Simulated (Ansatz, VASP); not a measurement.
## Two plane-wave programs on NiO

```
Ni O
1.0
     0.00000    2.32473    2.32473
     2.32473    0.00000    2.32473
     2.32473    2.32473    0.00000
Ni O
1 1
Direct
  0.00000 0.00000 0.00000
  0.25000 0.25000 0.25000
```

Alike in both runs: task single point; functional PBE; k mesh 10 × 10 × 10; occupations gaussian, width 0.05 eV; collinear spin; Hubbard terms Ni d U = 6.2 eV.

```csv
,VASP,Ansatz
version,VASP 6.6.1,Ansatz 0.2.0
potentials or method,"VASP PAW PBE potentials, release 64 (Ni_sv_GW, O), cutoff 700 eV","scalar-relativistic, plane waves, PAW"
valence electrons in the cell,24,24
```

```csv
,VASP,Ansatz,Ansatz less VASP
pressure (GPa),-11.7,0.0,+11.65
net moment per atom (μB),1.00,1.00,-0.001
size of the moment on the site where the two differ most (μB),0.26,0.11,-0.150
```

Site moments also hang on the region over which each program counts them. The programs project onto different local orbitals, so the same U acts differently, and such runs can settle in different states. Ansatz's warnings: symmetry narrowed by occupation matrices.
